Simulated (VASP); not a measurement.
Runs of VASP 6.6.1 on Al. The structure is that of space group P6/mmm (No. 191), or close to it. The cells are those of the table. 

```tsv
task	cell	k mesh	cutoff (eV)	gap on the mesh (eV)	pressure (GPa)	relaxed volume (Å³/atom)
single point	a = 4.546, b = 4.546, c = 2.754 Å, angles 90.0, 90.0, 120.0°, 2 atoms	15 × 15 × 20	520	none	0.0	-
single point	a = 4.605, b = 4.605, c = 2.668 Å, angles 90.0, 90.0, 120.0°, 2 atoms	6 × 6 × 6	520	none	0.1	-
single point	a = 4.316, b = 4.316, c = 2.494 Å, angles 90.0, 90.0, 120.0°, 2 atoms	6 × 6 × 6	520	none	(a)	-
relaxation of cell and atoms	relaxed from a = 4.316, b = 4.316, c = 2.494 Å, angles 90.0, 90.0, 120.0°, 2 atoms	6 × 6 × 6	600	none	0.0	24.55
relaxation of cell and atoms	relaxed from a = 4.605, b = 4.605, c = 2.668 Å, angles 90.0, 90.0, 120.0°, 2 atoms	15 × 15 × 20	600	none	0.0	24.64
```

Alike in all rows: level PBE; potentials or basis VASP PAW PBE potentials, release 64 (Al); no spin polarisation; smearing gaussian 0.1 eV.

Problem. Estimate the missing entries.

Solution. (a) 13.2.

Caveats: some runs use coarse meshes; the volume moved by over 15 % at a fixed basis, so the end points are rough (some runs).

A gap of «none» marks levels without a gap at the run's occupations.
